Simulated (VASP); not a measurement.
# Rb (P6_3/mmc) in VASP: further runs

Runs on Rb. Level: r2SCAN. Tasks: single point.

All numbers are computed with VASP 6.6.1; they aren't measurements. Logs are shortened: lines on timing, memory, paths and dates and some standing lists are left out, and cuts for length are marked.

## 1. The cell of the first run

It takes space group P6_3/mmc (No. 194, hexagonal). Conventional cell: a = 5.088 Å, b = 5.088 Å, c = 8.442 Å, α = 90.00°, β = 90.00°, γ = 120.00°.

## 2. Single point, r2SCAN

Input file POSCAR:

```
Rb
1.0
    5.0882069760      0.0000000000      0.0000000000
   -2.5441034880      4.4065165009      0.0000000000
    0.0000000000      0.0000000000      8.4420579800
Rb
2
Direct
    0.3333333333      0.6666666667      0.2500000000
    0.6666666667      0.3333333333      0.7500000000
```

Input file INCAR.step1:

```
PREC = Accurate
ENCUT = 520
ISMEAR = 0
SIGMA = 0.1
LREAL = F
LASPH = T
NELM = 100
NBANDS = 16
GGA = PE
ALGO = Normal
EDIFF = 1E-4
LWAVE = T
LCHARG = F
```

Input file INCAR.step2:

```
PREC = Accurate
ENCUT = 520
EDIFF = 1E-7
ISMEAR = 0
SIGMA = 0.1
LREAL = F
LASPH = T
NELM = 100
ALGO = Normal
ISIF = 2
LWAVE = F
LCHARG = T
METAGGA = R2SCAN
LMIXTAU = T
LELF = T
LVHAR = T
NBANDS = 16
ISTART = 1
```

Input file KPOINTS:

```
regular mesh
0
Gamma
  9 9 6
```

Potentials or basis: VASP PAW PBE potentials, release 64 (Rb_sv).

The run is started by

```
> cat potpaw_PBE.64/Rb_sv/POTCAR > POTCAR
> cp INCAR.step1 INCAR
> mpirun -np 1 vasp_std > vasp.out
> cp INCAR.step2 INCAR
> mpirun -np 1 vasp_std > vasp.out
```

OUTCAR:

```text
PREC = Accurate
   ENCUT = 520
   EDIFF = 1E-7
   ISMEAR = 0
   LREAL = F
   LASPH = T
   NELM = 100
   ISIF = 2
   METAGGA = R2SCAN
   ISTART = 1

 ion  position               nearest neighbor table
   1  0.333  0.667  0.250-   2 5.14   2 5.14   2 5.14   2 5.14   2 5.14   2 5.14
   2  0.667  0.333  0.750-   1 5.14   1 5.14   1 5.14   1 5.14   1 5.14   1 5.14

  LATTYP: Found a hexagonal cell.
 ALAT       =     5.0882069760
 C/A-ratio  =     1.6591420160

  Lattice vectors:

 A1 = (   5.0882069760,   0.0000000000,   0.0000000000)
 A2 = (  -2.5441034880,   4.4065165009,   0.0000000000)
 A3 = (   0.0000000000,   0.0000000000,   8.4420579800)

Analysis of symmetry for initial positions (statically):
=====================================================================
 Subroutine PRICEL returns:
 Original cell was already a primitive cell.

 Routine SETGRP: Setting up the symmetry group for a
 hexagonal supercell.

 Subroutine GETGRP returns: Found 24 space group operations
 (whereof 12 operations were pure point group operations)
 out of a pool of 24 trial point group operations.

The static configuration has the point symmetry D_3d.
 The point group associated with its full space group is D_6h.

Analysis of symmetry for dynamics (positions and initial velocities):
=====================================================================
 Subroutine PRICEL returns:
 Original cell was already a primitive cell.

 Routine SETGRP: Setting up the symmetry group for a
 hexagonal supercell.

 Subroutine GETGRP returns: Found 24 space group operations
 (whereof 12 operations were pure point group operations)
 out of a pool of 24 trial point group operations.

The dynamic configuration has the point symmetry D_3d.
 The point group associated with its full space group is D_6h.

 Subroutine INISYM returns: Found 24 space group operations
 (whereof 12 operations are pure point group operations),
 and found     1 'primitive' translations

----------------------------------------------------------------------------------------

                                     Primitive cell

  volume of cell :     189.2816

  direct lattice vectors                    reciprocal lattice vectors
     5.088206976  0.000000000  0.000000000     0.196532886  0.113468314  0.000000000
    -2.544103488  4.406516501  0.000000000     0.000000000  0.226936629  0.000000000
     0.000000000  0.000000000  8.442057980     0.000000000  0.000000000  0.118454529

[... 82 lines left out ...]
   NELM   =    100;   NELMIN=  2; NELMDL=  0     # of ELM steps
   EDIFF  = 0.1E-06   stopping-criterion for ELM
   LREAL  =      F    real-space projection
   EDIFFG = 0.1E-05   stopping-criterion for IOM
   NSW    =      0    number of steps for IOM
   IBRION =     -1    ionic relax: 0-MD 1-quasi-New 2-CG
   NFREE  =      0    steps in history (QN), initial steepest desc. (CG)
   ISIF   =      2    stress and relaxation
   ISYM   =      2    0-nonsym 1-usesym 2-fastsym
   POTIM  = 0.5000    time-step for ionic-motion
   TEBEG  =    0.0;   TEEND  =   0.0 temperature during run
   PSTRESS=    0.0 pullay stress
   NELECT =      18.0000    total number of electrons
   NUPDOWN=      -1.0000    fix difference up-down
   EMIN   =  10.00;   EMAX   =-10.00  energy-range for DOS
   EFERMI =   0.00;   METHOD = LEGACY
   ISMEAR =     0;   SIGMA  =   0.10  broadening in eV -4-tet -1-fermi 0-gaus
   EFERMI_NEDOS =   21; number of points for ismear=-14 and -15
   IALGO  =     38    algorithm
   IMIX   =      4    mixing-type and parameters
     AMIX     =   0.40;   BMIX     =  1.00
     AMIX_MAG =   1.60;   BMIX_MAG =  1.00
  volume/ion in A,a.u.               =      94.64       638.67
  Fermi-wavevector in a.u.,A,eV,Ry     =   0.747245  1.412088  7.597148  0.558375
  Thomas-Fermi vector in A             =   1.843255
   LORBIT       =      0    0 simple, 1 ext, 2 COOP (PROOUT), +10 PAW based schemes
   METAGGA = R2SCAN    functional components
   LHFCALC =     F    Hartree Fock is set to
   AEXX    =    0.0000 exact exchange contribution
   IVDW    =     0    specifies the selected vdW correction
   LEPSILON=     F    determine dielectric tensor
   LRPA    =     F    only Hartree local field effects (RPA)
 non-spin polarized calculation
 Gauss-broadening in eV      SIGMA  =   0.10
  energy-cutoff  :      520.00
  volume of cell :      189.28
 maximum number of plane-waves:      5143
 NGX is ok and might be reduce to    40
   NGX = 19   NGY = 19   NGZ = 31

 number of electron      18.0000000 magnetization

 Free energy of the ion-electron system (eV)
  ---------------------------------------------------
  ext. energy  EPLUGINS =         0.00000000
  ---------------------------------------------------
  free energy    TOTEN  =       -27.83956460 eV

  energy without entropy =      -27.82966568  energy(sigma->0) =      -27.83461514

 E-fermi :   0.0017     XC(G=0):  -5.6305

 val. band max:       -0.0034131810   @ k =   0.1111   0.1111   0.1667
 cond. band min:       0.0042050929   @ k =   0.3333   0.1111   0.5000
 fundamental gap:      0.0076182739
 Fermi energy:         0.0017389843

 k-point     1 :       0.0000    0.0000    0.0000
  band No.  band energies     occupation
      1     -30.1111      2.00000
      2     -30.1079      2.00000
      3     -13.6861      2.00000
      4     -13.6150      2.00000
      5     -13.6150      2.00000
      6     -13.6044      2.00000
[... 433 lines left out ...]
      3     -13.6673      2.00000
      4     -13.6622      2.00000
      5     -13.6622      2.00000
      6     -13.6468      2.00000
[... 8 lines left out ...]
     15       3.0424      0.00000
     16       4.1973      0.00000

 [... further k-points ...]

------------------------ aborting loop because EDIFF is reached ----------------------------------------

  FORCE on cell =-STRESS in cart. coord.  units (eV):
  Direction    XX          YY          ZZ          XY          YZ          ZX
  --------------------------------------------------------------------------------------
  -------------------------------------------------------------------------------------
  Total        0.0226728      0.0226728      0.0394693      0.0000000     -0.0000000      0.0000000
  in kB        0.1919140      0.1919140      0.3340884      0.0000000     -0.0000000      0.0000000
  external PRESSURE =       0.2393054 kB  Pullay stress =       0.0000000 kB

 VOLUME and BASIS-vectors are now :
 -----------------------------------------------------------------------------
  energy-cutoff  :      520.00
  volume of cell :      189.28
      direct lattice vectors                 reciprocal lattice vectors
     5.088206976  0.000000000  0.000000000     0.196532886  0.113468314  0.000000000
    -2.544103488  4.406516501  0.000000000     0.000000000  0.226936629  0.000000000
     0.000000000  0.000000000  8.442057980     0.000000000  0.000000000  0.118454529

 POSITION                                       TOTAL-FORCE (eV/Angst)
 -----------------------------------------------------------------------------------
     -0.00000      2.93768      2.11051         0.000000     -0.000000      0.000000
      2.54410      1.46884      6.33154        -0.000000      0.000000      0.000000
 -----------------------------------------------------------------------------------
    total drift:                               -0.000000      0.000000     -0.000000

  FREE ENERGIE OF THE ION-ELECTRON SYSTEM (eV)
  ---------------------------------------------------
  free  energy   TOTEN  =       -27.8395645957 eV

  energy  without entropy=      -27.8296656805  energy(sigma->0) =      -27.83461514
```

OUTCAR.step1:

```text
PREC = Accurate
   ENCUT = 520
   ISMEAR = 0
   LREAL = F
   LASPH = T
[... 680 lines left out ...]
 -----------------------------------------------------------------------------------
     -0.00000      2.93768      2.11051        -0.000000     -0.000000      0.000000
      2.54410      1.46884      6.33154         0.000000      0.000000      0.000000
 -----------------------------------------------------------------------------------
    total drift:                               -0.000000      0.000000     -0.000000

  FREE ENERGIE OF THE ION-ELECTRON SYSTEM (eV)
  ---------------------------------------------------
  free  energy   TOTEN  =        -1.8764791977 eV

  energy  without entropy=       -1.8660459471  energy(sigma->0) =       -1.87126257
```

OSZICAR.step1:

```text
N       E                     dE             d eps       ncg     rms          rms(c)
DAV:   1     0.118985631372E+03    0.11899E+03   -0.68487E+03  1536   0.850E+02
DAV:   2     0.107737220103E+02   -0.10821E+03   -0.10426E+03  2088   0.182E+02
DAV:   3    -0.720786845782E+00   -0.11495E+02   -0.11458E+02  2144   0.588E+01
DAV:   4    -0.186696850111E+01   -0.11462E+01   -0.11461E+01  2632   0.126E+01
DAV:   5    -0.187300593877E+01   -0.60374E-02   -0.60373E-02  2216   0.113E+00    0.163E+00
DAV:   6    -0.187436568965E+01   -0.13598E-02   -0.40805E-03  2176   0.340E-01    0.980E-01
DAV:   7    -0.187622406996E+01   -0.18584E-02   -0.51782E-03  1904   0.392E-01    0.632E-02
DAV:   8    -0.187644799920E+01   -0.22393E-03   -0.26938E-04  1800   0.103E-01    0.218E-02
DAV:   9    -0.187647919770E+01   -0.31199E-04   -0.33017E-05  1208   0.420E-02
   1 F= -.18764792E+01 E0= -.18712626E+01  d E =-.104333E-01
```

Wall time 5.8 min (1 thread of AMD EPYC 9R45 (Zen 5), shared host); peak memory 0.38 GiB.

What came out:

- Free energy: -27.8396 eV
- Pressure: 0.0 GPa
- Band gap on the k mesh: zero (band 9 reaches 1.05 eV, above the bottom of band 10 at -1.39 eV)

Caveat: the PAW data sets were made with another functional, which shifts forces and pressure a little.

(Continued in part 2 of 2.)
